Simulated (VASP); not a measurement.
## C: single point with PBE+D3(BJ)

Crystal: C.

```
C
1.0
     1.23250    0.71158    3.36139
    -1.23250    0.71158    3.36139
     0.00000   -1.42317    3.36139
C
2
Cartesian
  0.0000 0.0450 1.7513
  0.0000 -0.0450 8.3329
```

This cell differs from its parent crystal: atoms displaced along several vibrational modes.

```yaml
Program: VASP 6.6.1
Task: single point
Functional: PBE
Dispersion: D3(BJ)
Potentials_or_basis: VASP PAW PBE potentials, release 64 (C)
Cutoff: 520 eV
k_mesh: 15 × 15 × 15
Occupations: gaussian, width 0.05 eV
Spin: no spin polarisation
Dipole_correction: no
Further_INCAR_settings: ALGO = Normal; EDIFF = 1e-07; NBANDS = 11
```

The pressure is 2.5 GPa and the largest force is 4.704 eV/Å. The dispersion energy per atom is -0.156 eV.

Forces in eV/Å, atoms in the order of the input:
```
C    0.000 -4.131 -2.250
C    0.000  4.131  2.250
```

Stress tensor (GPa, compression positive):
```
12.72  0.00  0.00
 0.00 -2.59 -5.30
 0.00 -5.30 -2.72
```

It took 5.4 min on 1 thread of Intel Xeon 8259CL, on a shared host, peak memory 0.28 GiB.

Caveat: the cell differs from its parent crystal (atoms displaced along several vibrational modes); the stress differs along the axes, from -3 to 13 GPa; forces of over 1 eV/Å act on the atoms, so gaps and moduli don't describe the material at rest.
